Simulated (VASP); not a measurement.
# Ga3Se (Pm-3m) in VASP: notebook

The runs below take Ga3Se through single point, with PBE.

Everything below comes from runs of VASP 6.6.1. Logs are shortened: lines on timing, memory, paths and dates and some standing lists are left out, and cuts for length are marked.

### Step 1. The cell of the first run

It takes space group Pm-3m (No. 221, cubic). The conventional cell has a = 4.172 Å, b = 4.172 Å, c = 4.172 Å, α = 90.00°, β = 90.00°, γ = 90.00°. Within 3.9 Å of Se (site symmetry m-3m) lie 12 Ga at 2.95 Å. Within 3.9 Å of Ga (site symmetry 4/mmm) lie 4 Se at 2.95 Å and 8 Ga at 2.95 Å.

### Step 2. Single point, PBE

Contents of INCAR:

```
SYSTEM = Ga3Se
PREC = Accurate ; ENCUT = 520
EDIFF = 1E-6 ; ISMEAR = -1
SIGMA = 0.05 ; LREAL = .False.
LASPH = .True. ; NELM = 100
ALGO = Normal ; ISIF = 2
LWAVE = .False. ; LCHARG = .False.
GGA = PE ; NBANDS = 30
```

Contents of KPOINTS:

```
regular mesh
0
Gamma
  6 6 6
  0 0 0
```

Contents of POSCAR:

```
Ga3Se
1.0
    4.1715683948      0.0000000000      0.0000000000
    0.0000000000      4.1715683948      0.0000000000
    0.0000000000      0.0000000000      4.1715683948
Se Ga
1 3
Direct
    0.0000000000      0.0000000000      0.0000000000
    0.5000000000      0.5000000000      0.0000000000
    0.5000000000      0.0000000000      0.5000000000
    0.0000000000      0.5000000000      0.5000000000
```

Potentials or basis: VASP PAW PBE potentials, release 64 (Se, Ga_d).

On the command line:

```sh
$ cat potpaw_PBE.64/Se/POTCAR potpaw_PBE.64/Ga_d/POTCAR > POTCAR
$ mpirun -np 1 vasp_std > vasp.out
```

OUTCAR:

```text
SYSTEM = Ga3Se
   PREC = Accurate
   ENCUT = 520
   EDIFF = 1E-6
   ISMEAR = -1
   LREAL = .False.
   LASPH = .True.
   NELM = 100
   ISIF = 2
   GGA = PE

 ion  position               nearest neighbor table
   1  0.000  0.000  0.000-
   2  0.500  0.500  0.000-
   3  0.500  0.000  0.500-
   4  0.000  0.500  0.500-

  LATTYP: Found a simple cubic cell.
 ALAT       =     4.1715683948

  Lattice vectors:

 A1 = (   4.1715683948,   0.0000000000,   0.0000000000)
 A2 = (   0.0000000000,   4.1715683948,   0.0000000000)
 A3 = (   0.0000000000,   0.0000000000,   4.1715683948)

Analysis of symmetry for initial positions (statically):
=====================================================================
 Subroutine PRICEL returns:
 Original cell was already a primitive cell.

 Routine SETGRP: Setting up the symmetry group for a
 simple cubic supercell.

 Subroutine GETGRP returns: Found 48 space group operations
 (whereof 48 operations were pure point group operations)
 out of a pool of 48 trial point group operations.

The static configuration has the point symmetry O_h .

Analysis of symmetry for dynamics (positions and initial velocities):
=====================================================================
 Subroutine PRICEL returns:
 Original cell was already a primitive cell.

 Routine SETGRP: Setting up the symmetry group for a
 simple cubic supercell.

 Subroutine GETGRP returns: Found 48 space group operations
 (whereof 48 operations were pure point group operations)
 out of a pool of 48 trial point group operations.

The dynamic configuration has the point symmetry O_h .

 Subroutine INISYM returns: Found 48 space group operations
 (whereof 48 operations are pure point group operations),
 and found     1 'primitive' translations

----------------------------------------------------------------------------------------

                                     Primitive cell

  volume of cell :      72.5936

  direct lattice vectors                    reciprocal lattice vectors
     4.171568395  0.000000000  0.000000000     0.239717992  0.000000000  0.000000000
     0.000000000  4.171568395  0.000000000     0.000000000  0.239717992  0.000000000
     0.000000000  0.000000000  4.171568395     0.000000000  0.000000000  0.239717992

  length of vectors
     4.171568395  4.171568395  4.171568395     0.239717992  0.239717992  0.239717992

  position of ions in fractional coordinates (direct lattice)
     0.000000000  0.000000000  0.000000000
     0.500000000  0.500000000  0.000000000
     0.500000000  0.000000000  0.500000000
     0.000000000  0.500000000  0.500000000

  ion indices of the primitive-cell ions
   primitive index   ion index
                 1           1
                 2           2
                 3           3
                 4           4

----------------------------------------------------------------------------------------

 KPOINTS: regular mesh

Automatic generation of k-mesh.
 Grid dimensions read from file:
 generate k-points for:    6    6    6

 Generating k-lattice:

  Cartesian coordinates                     Fractional coordinates (reciprocal lattice)
     0.039952999  0.000000000  0.000000000     0.166666667  0.000000000  0.000000000
     0.000000000  0.039952999  0.000000000     0.000000000  0.166666667  0.000000000
     0.000000000  0.000000000  0.039952999     0.000000000  0.000000000  0.166666667

  Length of vectors
     0.039952999  0.039952999  0.039952999

  Shift w.r.t. Gamma in fractional coordinates (k-lattice)
     0.000000000  0.000000000  0.000000000

 Subroutine IBZKPT returns following result:
 ===========================================

 Found     20 irreducible k-points:

 Following reciprocal coordinates:
            Coordinates               Weight
  0.000000  0.000000  0.000000      1.000000
  0.166667  0.000000  0.000000      6.000000
  0.333333  0.000000  0.000000      6.000000
  0.500000  0.000000  0.000000      3.000000
  0.166667  0.166667  0.000000     12.000000
  0.333333  0.166667  0.000000     24.000000
[... 12 lines left out ...]
  0.500000  0.500000  0.333333      6.000000
  0.500000  0.500000  0.500000      1.000000
   k-points           NKPTS =     20   k-points in BZ     NKDIM =     20   number of bands    NBANDS=     30
   number of dos      NEDOS =    301   number of ions     NIONS =      4
   total plane-waves  NPLWV =  32768
   dimension x,y,z NGX =    32 NGY =   32 NGZ =   32
   dimension x,y,z NGXF=    64 NGYF=   64 NGZF=   64
   ions per type =               1   3
   NGX,Y,Z   is equivalent  to a cutoff of  12.75, 12.75, 12.75 a.u.
   NGXF,Y,Z  is equivalent  to a cutoff of  25.51, 25.51, 25.51 a.u.
 SYSTEM =  Ga3Se
   PREC   = accura    normal or accurate (medium, high low for compatibility)
   ISTART =      0    job   : 0-new  1-cont  2-samecut
   ICHARG =      2    charge: 1-file 2-atom 10-const
   ISPIN  =      1    spin polarized calculation?
   LNONCOLLINEAR =      F non collinear calculations
   LSORBIT =      F    spin-orbit coupling
   LASPH  =      T    aspherical Exc in radial PAW
   ENCUT  =  520.0 eV  38.22 Ry    6.18 a.u.   7.76  7.76  7.76*2*pi/ulx,y,z
   NELM   =    100;   NELMIN=  2; NELMDL= -5     # of ELM steps
   EDIFF  = 0.1E-05   stopping-criterion for ELM
   LREAL  =      F    real-space projection
   EDIFFG = 0.1E-04   stopping-criterion for IOM
   NSW    =      0    number of steps for IOM
   IBRION =     -1    ionic relax: 0-MD 1-quasi-New 2-CG
   NFREE  =      0    steps in history (QN), initial steepest desc. (CG)
   ISIF   =      2    stress and relaxation
   ISYM   =      2    0-nonsym 1-usesym 2-fastsym
   POTIM  = 0.5000    time-step for ionic-motion
   TEBEG  =    0.0;   TEEND  =   0.0 temperature during run
   PSTRESS=    0.0 pullay stress
   NELECT =      45.0000    total number of electrons
   NUPDOWN=      -1.0000    fix difference up-down
   EMIN   =  10.00;   EMAX   =-10.00  energy-range for DOS
   EFERMI =   0.00;   METHOD = LEGACY
   ISMEAR =    -1;   SIGMA  =   0.05  broadening in eV -4-tet -1-fermi 0-gaus
   EFERMI_NEDOS =   21; number of points for ismear=-14 and -15
   IALGO  =     38    algorithm
   IMIX   =      4    mixing-type and parameters
     AMIX     =   0.40;   BMIX     =  1.00
     AMIX_MAG =   1.60;   BMIX_MAG =  1.00
  volume/ion in A,a.u.               =      18.15       122.47
  Fermi-wavevector in a.u.,A,eV,Ry     =   1.395874  2.637820 26.510475  1.948465
  Thomas-Fermi vector in A             =   2.519284
   LORBIT       =      0    0 simple, 1 ext, 2 COOP (PROOUT), +10 PAW based schemes
   GGA     = PE    functional components
   LHFCALC =     F    Hartree Fock is set to
   AEXX    =    0.0000 exact exchange contribution
   IVDW    =     0    specifies the selected vdW correction
   LEPSILON=     F    determine dielectric tensor
   LRPA    =     F    only Hartree local field effects (RPA)
 non-spin polarized calculation
  energy-cutoff  :      520.00
  volume of cell :       72.59
 maximum number of plane-waves:      1980
 NGX is ok and might be reduce to    32
   NGX = 15   NGY = 15   NGZ = 15

 number of electron      44.9999965 magnetization

 Free energy of the ion-electron system (eV)
  ---------------------------------------------------
  ext. energy  EPLUGINS =         0.00000000
  ---------------------------------------------------
  free energy    TOTEN  =       -12.06533766 eV

  energy without entropy =      -12.05044451  energy(sigma->0) =      -12.05789109

 E-fermi :   6.4210     XC(G=0): -11.1566

 val. band max:        6.4191115123   @ k =   0.3333   0.1667   0.1667
 cond. band min:       6.4981925746   @ k =   0.3333   0.0000   0.0000
 fundamental gap:      0.0790810623
 Fermi energy:         6.4209819756

 k-point     1 :       0.0000    0.0000    0.0000
  band No.  band energies     occupation
      1      -8.9204      2.00000
      2      -8.7670      2.00000
      3      -8.7670      2.00000
      4      -8.7670      2.00000
      5      -8.6906      2.00000
      6      -8.6906      2.00000
[... 22 lines left out ...]
     29      12.9525      0.00000
     30      13.7740      0.00000

 k-point     2 :       0.1667    0.0000    0.0000
  band No.  band energies     occupation
      1      -8.8709      2.00000
      2      -8.7614      2.00000
      3      -8.7464      2.00000
      4      -8.7464      2.00000
      5      -8.6871      2.00000
      6      -8.6738      2.00000
[... 22 lines left out ...]
     29      13.7971      0.00000
     30      13.9649      0.00000

 k-point     3 :       0.3333    0.0000    0.0000
  band No.  band energies     occupation
      1      -8.7625      2.00000
      2      -8.7493      2.00000
      3      -8.6907      2.00000
      4      -8.6907      2.00000
      5      -8.6783      2.00000
      6      -8.6322      2.00000
[... 22 lines left out ...]
     29      14.2758      0.00000
     30      14.3039      0.00000

 k-point     4 :       0.5000    0.0000    0.0000
  band No.  band energies     occupation
      1      -8.7425      2.00000
      2      -8.6936      2.00000
      3      -8.6418      2.00000
      4      -8.6409      2.00000
      5      -8.6409      2.00000
      6      -8.6158      2.00000
[... 22 lines left out ...]
     29      12.2074      0.00000
     30      13.4055      0.00000

 k-point     5 :       0.1667    0.1667    0.0000
  band No.  band energies     occupation
      1      -8.8335      2.00000
      2      -8.7498      2.00000
      3      -8.7320      2.00000
      4      -8.7314      2.00000
      5      -8.6767      2.00000
      6      -8.6621      2.00000
[... 22 lines left out ...]
     29      13.9294      0.00000
     30      14.2812      0.00000
[... 394 lines left out ...]
     29      14.2538      0.00000
     30      15.6946      0.00000

 k-point    18 :       0.5000    0.3333    0.3333
  band No.  band energies     occupation
      1      -8.9269      2.00000
      2      -8.6944      2.00000
      3      -8.6670      2.00000
      4      -8.6645      2.00000
      5      -8.6583      2.00000
      6      -8.6560      2.00000
[... 22 lines left out ...]
     29      14.6955      0.00000
     30      14.8014      0.00000

 k-point    19 :       0.5000    0.5000    0.3333
  band No.  band energies     occupation
      1      -8.9657      2.00000
      2      -8.6822      2.00000
      3      -8.6822      2.00000
      4      -8.6817      2.00000
      5      -8.6560      2.00000
      6      -8.6560      2.00000
[... 22 lines left out ...]
     29      14.7780      0.00000
     30      15.8101      0.00000

 k-point    20 :       0.5000    0.5000    0.5000
  band No.  band energies     occupation
      1      -9.0090      2.00000
      2      -8.6930      2.00000
      3      -8.6930      2.00000
      4      -8.6930      2.00000
      5      -8.6611      2.00000
      6      -8.6611      2.00000
[... 22 lines left out ...]
     29      16.4052      0.00000
     30      16.4326      0.00000

------------------------ aborting loop because EDIFF is reached ----------------------------------------

  FORCE on cell =-STRESS in cart. coord.  units (eV):
  Direction    XX          YY          ZZ          XY          YZ          ZX
  --------------------------------------------------------------------------------------
  -------------------------------------------------------------------------------------
  Total        4.6368445      4.6368445      4.6368445     -0.0000000      0.0000000      0.0000000
  in kB      102.3375492    102.3375492    102.3375492     -0.0000000      0.0000000      0.0000000
  external PRESSURE =     102.3375492 kB  Pullay stress =       0.0000000 kB

 VOLUME and BASIS-vectors are now :
 -----------------------------------------------------------------------------
  energy-cutoff  :      520.00
  volume of cell :       72.59
      direct lattice vectors                 reciprocal lattice vectors
     4.171568395  0.000000000  0.000000000     0.239717992  0.000000000  0.000000000
     0.000000000  4.171568395  0.000000000     0.000000000  0.239717992  0.000000000
     0.000000000  0.000000000  4.171568395     0.000000000  0.000000000  0.239717992

 POSITION                                       TOTAL-FORCE (eV/Angst)
 -----------------------------------------------------------------------------------
      0.00000      0.00000      0.00000         0.000000      0.000000      0.000000
      2.08578      2.08578      0.00000         0.000000      0.000000      0.000000
      2.08578      0.00000      2.08578         0.000000      0.000000      0.000000
      0.00000      2.08578      2.08578         0.000000      0.000000      0.000000
 -----------------------------------------------------------------------------------
    total drift:                                0.000000     -0.000000     -0.000000

  FREE ENERGIE OF THE ION-ELECTRON SYSTEM (eV)
  ---------------------------------------------------
  free  energy   TOTEN  =       -12.0653376648 eV

  energy  without entropy=      -12.0504445055  energy(sigma->0) =      -12.05789109
```

Wall time 15 s (1 thread of Intel Xeon 6975P-C (Granite Rapids), shared host); peak memory 0.18 GiB.

Results:

```yaml
Free_energy: -12.0653 eV
Pressure: 10.2 GPa
Band_gap_on_the_k_mesh: zero (an odd number of electrons rules out a gap without spin polarisation)
```

Levels at points of the mesh, in eV from the Fermi level:
```csv
k point,band 19,band 20,band 21,band 22,band 23,band 24,band 25,band 26,band 27,band 28
"(0.00, 0.00, 0.00)",-4.62,-4.62,-2.65,-2.65,1.81,1.81,1.81,4.84,4.84,4.84
"(0.50, 0.00, 0.00)",-3.45,-3.45,-1.55,-1.25,-0.65,-0.65,0.76,4.76,4.76,4.95
"(0.50, 0.50, 0.00)",-7.18,-2.64,-1.00,-0.37,-0.37,1.48,1.48,1.79,1.91,6.18
"(0.50, 0.50, 0.50)",-6.02,-5.33,-5.33,-5.33,-4.33,4.82,4.82,4.82,9.95,9.95
```

Caveat: the cell stands under pressure.

(Continued in part 2 of 2.)

The gap in the log of VASP goes by the Fermi energy; the results here count the filled bands.